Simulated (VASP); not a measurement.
Input of a VASP 6.6.1 run:

File INCAR:

```
ALGO     = Normal         # electronic algorithm
EDIFF    = 1E-6           # SCF threshold, eV
ENCUT    = 560            # plane-wave cutoff, eV
GGA_COMPAT= F            
ISIF     = 2              # what is computed and relaxed
ISMEAR   = -1             # smearing method
LASPH    = T              # aspherical terms in the spheres
LCHARG   = T              # write CHGCAR
LELF     = T              # ELF
LREAL    = F              # projectors in reciprocal space
LVHAR    = T            
LWAVE    = F              # write WAVECAR
NBANDS   = 23             # bands
NELM     = 120            # most SCF steps
PREC     = Accurate       # precision mode
SIGMA    = 0.05           # smearing width, eV
```

KPOINTS

```
k-points
0
Gamma
  18 18 10
```

The input POSCAR:

```
Ru
1.0
    2.3879927603      0.0000000000      0.0000000000
   -1.1939963801      2.0680623944      0.0000000000
    0.0000000000      0.0000000000      3.8155222410
Ru
2
Direct
    0.3333333333      0.6666666667      0.2500000000
    0.6666666667      0.3333333333      0.7500000000
```

Potentials or basis: VASP PAW LDA potentials, release 64 (Ru_sv).

Command:

```bash
$ cat potpaw_LDA.64/Ru_sv/POTCAR > POTCAR
$ mpirun -np 1 vasp_std > vasp.out
```

Q: Estimate the pressure.

A: 258.1 GPa.

Q: Predict the band gap on the k mesh.

A: Zero (bands 16 and 17 overlap by 5.55 eV).

Stress tensor (GPa, compression positive):
```
258.14   0.00   0.00
  0.00 258.14   0.00
  0.00   0.00 257.99
```

Caveat: the cell stands under pressure.
